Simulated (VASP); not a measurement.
A run of VASP 6.6.1:

INCAR

```
ALGO     = Normal         # electronic algorithm
EDIFF    = 1E-7           # SCF threshold, eV
EDIFFG   = -0.02          # ionic threshold
ENCUT    = 520            # plane-wave cutoff, eV
GGA      = PE             # functional
IBRION   = 2              # ionic algorithm
ISIF     = 2              # what is computed and relaxed
ISMEAR   = -1             # smearing method
LASPH    = True           # aspherical terms in the spheres
LCHARG   = False          # write CHGCAR
LREAL    = False          # projectors in reciprocal space
LWAVE    = False          # write WAVECAR
NELM     = 60             # most SCF steps
NSW      = 80             # ionic steps
PREC     = Accurate       # precision mode
SIGMA    = 0.02           # smearing width, eV
```

The input KPOINTS:

```
k-points
0
Gamma
  8 8 8
```

The input POSCAR:

```
BaTiO3
1.0
    4.0262895137      0.0000000000      0.0000000000
    0.0000000000      4.0262895137      0.0000000000
    0.0000000000      0.0000000000      4.0446100470
Ba Ti O
1 1 3
Direct
    0.0000000000      0.0000000000     -0.0029689668
    0.5000000000      0.5000000000      0.4826505826
    0.5000000000      0.5000000000      0.0222697536
    0.5000000000      0.0000000000      0.5130243154
    0.0000000000      0.5000000000      0.5130243154
```

Potentials or basis: VASP PAW PBE potentials, release 64 (Ba_sv, Ti_sv, O).

Run with:

```bash
$ cat potpaw_PBE.64/Ba_sv/POTCAR potpaw_PBE.64/Ti_sv/POTCAR potpaw_PBE.64/O/POTCAR > POTCAR
$ mpirun -np 1 vasp_std > vasp.out
```

Hardware: 1 thread of Oxide Virtual Turin-like Processor, with other jobs on the host.

Task: Estimate the wall time of this run.

Result: It took 4.9 min on 1 thread of Oxide Virtual Turin-like Processor (shared host), peak memory 0.23 GiB. Counts: scf iterations 33, k points 75, ion steps 3.
